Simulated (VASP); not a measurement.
A run of VASP 6.6.1 is set up as follows.

File INCAR:

```
ALGO = Normal
EDIFF = 1E-7
ENCUT = 520
GGA = PS
ISIF = 2
ISMEAR = -1
LASPH = T
LCHARG = T
LELF = T
LREAL = F
LVHAR = T
LWAVE = F
NBANDS = 13
NELM = 80
PREC = Accurate
SIGMA = 0.05
```

Contents of KPOINTS:

```
k-points
0
Gamma
  11 11 11
```

POSCAR

```
O
1.0
    0.0000000000      2.3957099285      2.3957099285
    2.3957099285      0.0000000000      2.3957099285
    2.3957099285      2.3957099285      0.0000000000
O
2
Direct
   -0.2150000000     -0.0950000000     -0.0950000000
    0.2150000000      0.0950000000      0.0950000000
```

Potentials or basis: VASP PAW PBE potentials, release 64 (O).

Launch:

```console
$ cat potpaw_PBE.64/O/POTCAR > POTCAR
$ mpirun -np 1 vasp_std > vasp.out
```

(1) Estimate the largest force.

(2) What does it give for the pressure?

(3) Estimate the band gap on the k mesh.

Results:

(1) 6.537 eV/Å.

(2) -25.0 GPa.

(3) zero (band 6 reaches -1.43 eV, above the bottom of band 7 at -3.11 eV).

Caveat: the cell differs from its parent crystal (shortest bond scaled by 0.76); the PAW data sets were made with another functional, which shifts forces and pressure a little.
